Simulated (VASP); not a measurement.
The system is CdSe.

```xyz
4
Lattice="4.3840 0.0000 0.0000 -2.1920 3.7967 0.0000 0.0000 0.0000 7.1556" Properties=species:S:1:pos:R:3 pbc="T T T"
Cd    0.0000    2.5311   -0.0020
Cd    2.1920    1.2656    3.5758
Se    0.0000    2.5311    2.6854
Se    2.1920    1.2656    6.2632
```

| Item | Value |
| --- | --- |
| Program | VASP 6.6.1 |
| Task | relaxation of cell and atoms |
| Functional | PBEsol |
| Potentials or basis | VASP PAW PBE potentials, release 64 (Cd, Se) |
| Cutoff | 600 eV |
| k mesh | 6 × 6 × 4 |
| Occupations | fermi-dirac, width 0.02 eV |
| Spin | no spin polarisation |

At the start: pressure -2.4 GPa; volume 29.78 Å³/atom.

How do energy, volume and symmetry change on relaxing?

Over 3 steps the energy falls by 11.4 meV/atom and the volume is 28.29 Å³/atom (-5.0 %); space group P6_3mc (No. 186, to 0.1 Å) before and after.

Step by step:
```tsv
step	energy change (eV)	largest force (eV/Å)	pressure (GPa)	volume (Å³)
1	0.0000	0.0071	-2.35	119.10
2	-0.0426	0.0010	0.69	111.73
3	-0.0457	0.0009	0.00	113.16
```

Final structure:
```xyz
4
Lattice="4.3100 0.0000 0.0000 -2.1550 3.7326 0.0000 0.0000 0.0000 7.0342" Properties=species:S:1:pos:R:3 pbc="T T T"
Cd    0.0000    2.4884    7.0320
Cd    2.1550    1.2442    3.5149
Se    0.0000    2.4884    2.6401
Se    2.1550    1.2442    6.1572
```

Caveat: the PAW data sets were made with another functional, which shifts forces and pressure a little.
